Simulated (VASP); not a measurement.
# C in VASP: further runs

C is run at these levels: PBE; tasks: single point.

Program: VASP 6.6.1. These are calculated values, not measurements. Logs are shortened: lines on timing, memory, paths and dates and some standing lists are left out, and cuts for length are marked.

### Step 1. The cell of the first run

The cell holds a slab with vacuum, 18 atoms: a = 7.398 Å, b = 7.398 Å, c = 13.000 Å, α = 90.00°, β = 90.00°, γ = 120.00°.

### Step 2. Single point, PBE

Input file INCAR:

```
SYSTEM = C
PREC     = Accurate       ! precision mode
ENCUT    = 520            ! plane-wave cutoff, eV
EDIFF    = 1E-6           ! SCF threshold, eV
ISMEAR   = -1             ! smearing method
SIGMA    = 0.02           ! smearing width, eV
LREAL    = Auto         
LASPH    = .True.         ! aspherical terms in the spheres
NELM     = 100            ! most SCF steps
ALGO     = Normal         ! electronic algorithm
ISIF     = 2              ! what is computed and relaxed
LWAVE    = .False.        ! write WAVECAR
LCHARG   = .False.        ! write CHGCAR
GGA      = PE             ! functional
NBANDS   = 51             ! bands
```

Input file KPOINTS:

```
Automatic mesh
0
Gamma
  2 2 1
  0 0 0
```

Input file POSCAR:

```
C
1.0
    7.3980000000      0.0000000000      0.0000000000
   -3.6990000000      6.4068560000      0.0000000000
    0.0000000000      0.0000000000     13.0000000000
C
18
Direct
   -0.0063054045     -0.0102858563      0.0709846154
    0.2163859809      0.0985194610      0.0683615385
   -0.0094926930      0.3035342140      0.0806461538
    0.2133212986      0.4219386232      0.0770000000
   -0.0017822307      0.6378791719      0.0765769231
    0.2231142249      0.7556904666      0.0749307692
    0.3099930547     -0.0274861804      0.0625384615
    0.5443740682      0.0838008533      0.0722846154
    0.3306251188      0.3131020894      0.0793000000
    0.5477151639      0.4190042667      0.0667000000
    0.3267728405      0.6478684709      0.0686461538
    0.5514876186      0.7566113551      0.0631923077
    0.6596414582     -0.0278919957      0.0836461538
    0.8868514807      0.0914645186      0.0828076923
    0.6572952073      0.2981805741      0.0746769231
    0.8863328891      0.4195973813      0.0824846154
    0.6619378142      0.6424211813      0.0627538462
    0.8878361809      0.7590462467      0.0643076923
```

Potentials or basis: VASP PAW PBE potentials, release 64 (C).

Command:

```
> cat potpaw_PBE.64/C/POTCAR > POTCAR
> mpirun -np 1 vasp_std > vasp.out
```

OUTCAR:

```text
SYSTEM = C
   PREC = Accurate
   ENCUT = 520
   EDIFF = 1E-6
   ISMEAR = -1
   LREAL = Auto
   LASPH = .True.
   NELM = 100
   ISIF = 2
   GGA = PE

 ion  position               nearest neighbor table
   1  0.994  0.990  0.071-  14 1.35   2 1.43  18 1.48
   2  0.216  0.099  0.068-   9 1.38   7 1.41   1 1.43
   3  0.991  0.304  0.081-  14 1.36  16 1.41   4 1.43
   4  0.213  0.422  0.077-   3 1.43   9 1.45  11 1.45
   5  0.998  0.638  0.077-  16 1.40   6 1.44  18 1.49
   6  0.223  0.756  0.075-  11 1.36   7 1.41   5 1.44
[... 10 lines left out ...]
  17  0.662  0.642  0.063-  10 1.43  12 1.44  18 1.45
  18  0.888  0.759  0.064-  17 1.45   1 1.48   5 1.49

  LATTYP: Found a hexagonal cell.
 ALAT       =     7.3980000000
 C/A-ratio  =     1.7572316842

  Lattice vectors:

 A1 = (   7.3980000000,   0.0000000000,   0.0000000000)
 A2 = (  -3.6990000000,   6.4068560000,   0.0000000000)
 A3 = (   0.0000000000,   0.0000000000,  13.0000000000)

Analysis of symmetry for initial positions (statically):
=====================================================================
 Subroutine PRICEL returns:
 Original cell was already a primitive cell.

 Routine SETGRP: Setting up the symmetry group for a
 hexagonal supercell.

 Subroutine GETGRP returns: Found  1 space group operations
 (whereof  1 operations were pure point group operations)
 out of a pool of 24 trial point group operations.

The static configuration has the point symmetry C_1 .

Analysis of symmetry for dynamics (positions and initial velocities):
=====================================================================
 Subroutine PRICEL returns:
 Original cell was already a primitive cell.

 Routine SETGRP: Setting up the symmetry group for a
 hexagonal supercell.

 Subroutine GETGRP returns: Found  1 space group operations
 (whereof  1 operations were pure point group operations)
 out of a pool of 24 trial point group operations.

The dynamic configuration has the point symmetry C_1 .

 Subroutine INISYM returns: Found  1 space group operations
 (whereof  1 operations are pure point group operations),
 and found     1 'primitive' translations

----------------------------------------------------------------------------------------

                                     Primitive cell

  volume of cell :     616.1730

  direct lattice vectors                    reciprocal lattice vectors
     7.398000000  0.000000000  0.000000000     0.135171668  0.078041398  0.000000000
    -3.699000000  6.406856000  0.000000000     0.000000000  0.156082796  0.000000000
     0.000000000  0.000000000 13.000000000     0.000000000  0.000000000  0.076923077

  length of vectors
     7.398000000  7.398000054 13.000000000     0.156082797  0.156082796  0.076923077

  position of ions in fractional coordinates (direct lattice)
     0.993694596  0.989714144  0.070984615
     0.216385981  0.098519461  0.068361538
     0.990507307  0.303534214  0.080646154
     0.213321299  0.421938623  0.077000000
     0.998217769  0.637879172  0.076576923
     0.223114225  0.755690467  0.074930769
[... 10 lines left out ...]
     0.661937814  0.642421181  0.062753846
     0.887836181  0.759046247  0.064307692

  ion indices of the primitive-cell ions
   primitive index   ion index
                 1           1
                 2           2
                 3           3
                 4           4
                 5           5
                 6           6
[... 10 lines left out ...]
                17          17
                18          18

----------------------------------------------------------------------------------------

 KPOINTS: Automatic mesh

Automatic generation of k-mesh.
 Grid dimensions read from file:
 generate k-points for:    2    2    1

 Generating k-lattice:

  Cartesian coordinates                     Fractional coordinates (reciprocal lattice)
     0.067585834  0.039020699  0.000000000     0.500000000 -0.000000000  0.000000000
     0.000000000  0.078041398  0.000000000     0.000000000  0.500000000  0.000000000
     0.000000000  0.000000000  0.076923077     0.000000000  0.000000000  1.000000000

  Length of vectors
     0.078041399  0.078041398  0.076923077

  Shift w.r.t. Gamma in fractional coordinates (k-lattice)
     0.000000000  0.000000000  0.000000000

 Subroutine IBZKPT returns following result:
 ===========================================

 Found      4 irreducible k-points:

 Following reciprocal coordinates:
            Coordinates               Weight
  0.000000  0.000000  0.000000      1.000000
  0.500000  0.000000  0.000000      1.000000
  0.000000  0.500000  0.000000      1.000000
  0.500000  0.500000  0.000000      1.000000
   k-points           NKPTS =      4   k-points in BZ     NKDIM =      4   number of bands    NBANDS=     51
   number of dos      NEDOS =    301   number of ions     NIONS =     18
   total plane-waves  NPLWV = 307328
   dimension x,y,z NGX =    56 NGY =   56 NGZ =   98
   dimension x,y,z NGXF=   112 NGYF=  112 NGZF=  196
   ions per type =              18
   NGX,Y,Z   is equivalent  to a cutoff of  12.58, 12.58, 12.53 a.u.
   NGXF,Y,Z  is equivalent  to a cutoff of  25.17, 25.17, 25.06 a.u.
 SYSTEM =  C
   PREC   = accura    normal or accurate (medium, high low for compatibility)
   ISTART =      0    job   : 0-new  1-cont  2-samecut
   ICHARG =      2    charge: 1-file 2-atom 10-const
   ISPIN  =      1    spin polarized calculation?
   LNONCOLLINEAR =      F non collinear calculations
   LSORBIT =      F    spin-orbit coupling
   LASPH  =      T    aspherical Exc in radial PAW
   ENCUT  =  520.0 eV  38.22 Ry    6.18 a.u.  13.76 13.76 24.17*2*pi/ulx,y,z
   NELM   =    100;   NELMIN=  2; NELMDL= -5     # of ELM steps
   EDIFF  = 0.1E-05   stopping-criterion for ELM
   LREAL  =      T    real-space projection
   EDIFFG = 0.1E-04   stopping-criterion for IOM
   NSW    =      0    number of steps for IOM
   IBRION =     -1    ionic relax: 0-MD 1-quasi-New 2-CG
   NFREE  =      0    steps in history (QN), initial steepest desc. (CG)
   ISIF   =      2    stress and relaxation
   ISYM   =      2    0-nonsym 1-usesym 2-fastsym
   POTIM  = 0.5000    time-step for ionic-motion
   TEBEG  =    0.0;   TEEND  =   0.0 temperature during run
   PSTRESS=    0.0 pullay stress
   NELECT =      72.0000    total number of electrons
   NUPDOWN=      -1.0000    fix difference up-down
   EMIN   =  10.00;   EMAX   =-10.00  energy-range for DOS
   EFERMI =   0.00;   METHOD = LEGACY
   ISMEAR =    -1;   SIGMA  =   0.02  broadening in eV -4-tet -1-fermi 0-gaus
   EFERMI_NEDOS =   21; number of points for ismear=-14 and -15
   IALGO  =     38    algorithm
   IMIX   =      4    mixing-type and parameters
     AMIX     =   0.40;   BMIX     =  1.00
     AMIX_MAG =   1.60;   BMIX_MAG =  1.00
  volume/ion in A,a.u.               =      34.23       231.01
  Fermi-wavevector in a.u.,A,eV,Ry     =   0.800359  1.512459  8.715544  0.640574
  Thomas-Fermi vector in A             =   1.907639
   LORBIT       =      0    0 simple, 1 ext, 2 COOP (PROOUT), +10 PAW based schemes
   GGA     = PE    functional components
   LHFCALC =     F    Hartree Fock is set to
   AEXX    =    0.0000 exact exchange contribution
   IVDW    =     0    specifies the selected vdW correction
   LEPSILON=     F    determine dielectric tensor
   LRPA    =     F    only Hartree local field effects (RPA)
 non-spin polarized calculation
  energy-cutoff  :      520.00
  volume of cell :      616.17
 maximum number of plane-waves:     16651
 NGX is ok and might be reduce to    56
   NGX = 27   NGY = 27   NGZ = 49

 number of electron      72.0000003 magnetization

 Free energy of the ion-electron system (eV)
  ---------------------------------------------------
  ext. energy  EPLUGINS =         0.00000000
  ---------------------------------------------------
  free energy    TOTEN  =      -164.07898509 eV

  energy without entropy =     -164.06934416  energy(sigma->0) =     -164.07416462

 E-fermi :  -1.9486     XC(G=0):  -3.3164

 val. band max:       -1.9779551143   @ k =   0.0000   0.0000   0.0000
 cond. band min:      -1.9191833895   @ k =   0.0000   0.0000   0.0000
 fundamental gap:      0.0587717248
 Fermi energy:        -1.9485698266

 k-point     1 :       0.0000    0.0000    0.0000
  band No.  band energies     occupation
      1     -21.4717      2.00000
      2     -19.2808      2.00000
      3     -19.0370      2.00000
      4     -18.8681      2.00000
      5     -18.7701      2.00000
      6     -18.6876      2.00000
[... 40 lines left out ...]
     47       3.1818      0.00000
     48       4.7823      0.00000

 k-point     2 :       0.5000    0.0000    0.0000
  band No.  band energies     occupation
      1     -20.9416      2.00000
      2     -20.6937      2.00000
      3     -19.6425      2.00000
      4     -19.3440      2.00000
      5     -17.2722      2.00000
      6     -17.0461      2.00000
[... 40 lines left out ...]
     47       3.9001      0.00000
     48       3.9709      0.00000

 k-point     3 :       0.0000    0.5000    0.0000
  band No.  band energies     occupation
      1     -20.9394      2.00000
      2     -20.7080      2.00000
      3     -19.5886      2.00000
      4     -19.3767      2.00000
      5     -17.2766      2.00000
      6     -17.0599      2.00000
[... 40 lines left out ...]
     47       3.8509      0.00000
     48       3.9602      0.00000

 k-point     4 :       0.5000    0.5000    0.0000
  band No.  band energies     occupation
      1     -20.9514      2.00000
      2     -20.6864      2.00000
      3     -19.5840      2.00000
      4     -19.4054      2.00000
      5     -17.2239      2.00000
      6     -17.1101      2.00000
[... 40 lines left out ...]
     47       3.8831      0.00000
     48       3.9563      0.00000
 [bands above 48 left out]

------------------------ aborting loop because EDIFF is reached ----------------------------------------

  FORCE on cell =-STRESS in cart. coord.  units (eV):
  Direction    XX          YY          ZZ          XY          YZ          ZX
  --------------------------------------------------------------------------------------
  -------------------------------------------------------------------------------------
  Total        3.7240090      0.0992645     -1.0783260      0.6861621      0.4835856     -1.9824646
  in kB        9.6831947      0.2581082     -2.8038709      1.7841635      1.2574227     -5.1548185
  external PRESSURE =       2.3791440 kB  Pullay stress =       0.0000000 kB

 VOLUME and BASIS-vectors are now :
 -----------------------------------------------------------------------------
  energy-cutoff  :      520.00
  volume of cell :      616.17
      direct lattice vectors                 reciprocal lattice vectors
     7.398000000  0.000000000  0.000000000     0.135171668  0.078041398  0.000000000
    -3.699000000  6.406856000  0.000000000     0.000000000  0.156082796  0.000000000
     0.000000000  0.000000000 13.000000000     0.000000000  0.000000000  0.076923077

 POSITION                                       TOTAL-FORCE (eV/Angst)
 -----------------------------------------------------------------------------------
      3.69040      6.34096      0.92280         2.906678     -3.842413     -0.304633
      1.23640      0.63120      0.88870         0.102301     -2.128840      0.393018
      6.20500      1.94470      1.04840         0.375272      3.187455      0.556146
      0.01740      2.70330      1.00100         1.148983      0.769362     -0.084816
      5.02530      4.08680      0.99550        -2.013291      1.428540     -0.344261
     -1.14470      4.84160      0.97410        -3.758169      0.359038     -0.966533
[... 10 lines left out ...]
      2.52070      4.11590      0.81580         0.348841      0.095862     -0.042477
      3.76050      4.86310      0.83600         0.148824     -0.306828      0.981269
 -----------------------------------------------------------------------------------
    total drift:                                0.004770      0.023381      0.006213

  FREE ENERGIE OF THE ION-ELECTRON SYSTEM (eV)
  ---------------------------------------------------
  free  energy   TOTEN  =      -164.0789850896 eV

  energy  without entropy=     -164.0693441599  energy(sigma->0) =     -164.07416462
```

It took 3.6 min on 1 thread of Intel Xeon Platinum 8488C (Sapphire Rapids), shared host; peak memory 0.59 GiB.

Results:

```
Free energy   : -164.0790 eV
Largest force : 4.828 eV/Å
```

Forces in eV/Å, atoms in the order of the input:
```
C    2.907 -3.842 -0.305
C    0.102 -2.129  0.393
C    0.375  3.187  0.556
C    1.149  0.769 -0.085
C   -2.013  1.429 -0.344
C   -3.758  0.359 -0.967
C    3.987  1.719  1.150
C   -0.281 -1.461  0.373
C   -1.611  0.827 -1.441
C    2.219  0.467  0.772
C    2.253 -2.093  0.371
C    0.531 -0.324  1.326
C   -1.034  0.538 -1.748
C   -2.881 -1.537 -0.106
C   -1.177  3.262 -0.201
C   -1.263 -0.961 -0.683
C    0.349  0.096 -0.042
C    0.149 -0.307  0.981
```

Caveat: the k points lie up to 0.49 Å⁻¹ apart; the atoms stand as in a frame of molecular dynamics.

### Step 3. Single point, PBE

Input file INCAR:

```
  ALGO = Normal
  EDIFF = 1E-6
  ENCUT = 520
  GGA = PE
  ISIF = 2
  ISMEAR = -1
  LASPH = True
  LCHARG = True
  LELF = True
  LREAL = Auto
  LVHAR = True
  LWAVE = False
  NBANDS = 51
  NELM = 80
  PREC = Accurate
  SIGMA = 0.02
```

Input file KPOINTS:

```
k-points
0
Gamma
  2 2 1
```

Input file POSCAR:

```
C
1.0
    7.3980000000      0.0000000000      0.0000000000
   -3.6990000000      6.4068560000      0.0000000000
    0.0000000000      0.0000000000     13.0000000000
C
18
Direct
    0.0116143266     -0.0099424741      0.0730538462
    0.2264821838      0.0983009451      0.0856461538
   -0.0081704100      0.3181279554      0.0696461538
    0.2116952575      0.4294462058      0.0738384615
    0.0026535233      0.6548609802      0.0566923077
    0.2305562538      0.7790092364      0.0602230769
    0.3451461066      0.0008896719      0.0589230769
    0.5747237539      0.1161412087      0.0740923077
    0.3348264671      0.3190176274      0.0869307692
    0.5576495738      0.4395759792      0.0756230769
    0.3350172720      0.6506779612      0.0587461538
    0.5513705270      0.7605134250      0.0610538462
    0.6610944304     -0.0141723179      0.0580307692
    0.8909870154      0.1063860340      0.0770384615
    0.6803726170      0.3290069263      0.0674538462
    0.8978989540      0.4394042882      0.0583769231
    0.6666546969      0.6562345088      0.0609846154
    0.8957560317      0.7712363131      0.0582230769
```

Potentials or basis: VASP PAW PBE potentials, release 64 (C).

Command:

```
> cat potpaw_PBE.64/C/POTCAR > POTCAR
> mpirun -np 1 vasp_std > vasp.out
```

Wall time 4.2 min (1 thread of Intel Xeon Platinum 8488C (Sapphire Rapids), shared host); peak memory 0.58 GiB.

The run converged. Its results:

| Property | Result |
| --- | --- |
| Free energy | -163.6568 eV |
| Largest force | 5.063 eV/Å |

Forces on the atoms (eV/Å):
```
C   -3.149  0.222  0.418
C    0.968  0.712 -1.793
C    1.832  1.543  0.189
C    3.794  0.407  0.116
C    0.724  3.453  0.087
C    0.761 -1.820 -1.047
C    0.178 -0.923  2.877
C   -2.159 -3.833 -2.506
C   -1.812  2.132 -0.777
C    1.322 -1.372 -0.565
C   -2.517  0.261  0.949
C    0.394  1.521 -0.648
C    2.781  1.648  2.325
C    0.281 -4.314 -1.678
C   -2.177  1.929  0.662
C   -1.605 -1.048  0.495
C    0.853  0.395  0.433
C   -0.470 -0.914  0.464
```

Caveat: the k points lie up to 0.49 Å⁻¹ apart; the atoms stand as in a frame of molecular dynamics.
